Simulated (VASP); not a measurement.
Set up this calculation in VASP 6.6.1, as the native input.

```
Task                   : single point
Functional             : PBE
Potentials or basis    : VASP PAW PBE potentials, release 64 (Na_pv, B)
Cutoff                 : 520 eV
k mesh                 : 6 × 6 × 6
Occupations            : gaussian, width 0.1 eV
Spin                   : no spin polarisation
Dipole correction      : no
Further INCAR settings : ALGO = Normal; EDIFF = 1e-07; NBANDS = 22
```

The structure of NaB2 lies in POSCAR:

```
NaB2
1.0
    0.0000000000      3.1340983008      3.1340983008
    3.1340983008      0.0000000000      3.1340983008
    3.1340983008      3.1340983008      0.0000000000
Na B
2 4
Direct
    0.7500000000      0.7500000000      0.7500000000
    0.5000000000      0.5000000000      0.5000000000
    0.1026939296      0.6919182111      0.1026939296
    0.1026939296      0.1026939296      0.1026939296
    0.6919182111      0.1026939296      0.1026939296
    0.1026939296      0.1026939296      0.6919182111
```

The cell was generated, and may not be a known phase.

The input as run:

INCAR

```
SYSTEM = NaB2
PREC     = Accurate       ! precision mode
ENCUT    = 520            ! plane-wave cutoff, eV
EDIFF    = 1E-7           ! SCF threshold, eV
ISMEAR   = 0              ! smearing method
SIGMA    = 0.1            ! smearing width, eV
LREAL    = .FALSE.        ! projectors in reciprocal space
LASPH    = .TRUE.         ! aspherical terms in the spheres
NELM     = 60             ! most SCF steps
ALGO     = Normal         ! electronic algorithm
ISIF     = 2              ! what is computed and relaxed
LWAVE    = .FALSE.        ! write WAVECAR
LCHARG   = .FALSE.        ! write CHGCAR
GGA      = PE             ! functional
NBANDS   = 22             ! bands
```

KPOINTS

```
Automatic mesh
0
G
  6 6 6
  0 0 0
```

Potentials or basis: VASP PAW PBE potentials, release 64 (Na_pv, B).

Command:

```bash
$ cat potpaw_PBE.64/Na_pv/POTCAR potpaw_PBE.64/B/POTCAR > POTCAR
$ mpirun -np 1 vasp_std > vasp.out
```

Results of the run:

- Pressure: 0.4 GPa
- Largest force: 0.039 eV/Å
- Band gap on the k mesh: zero (bands 13 and 14 overlap by 2.25 eV)

It took 25 s on 1 thread of Intel(R) Xeon(R) Platinum 8488C (Sapphire Rapids), on a shared host, peak memory 0.19 GiB.
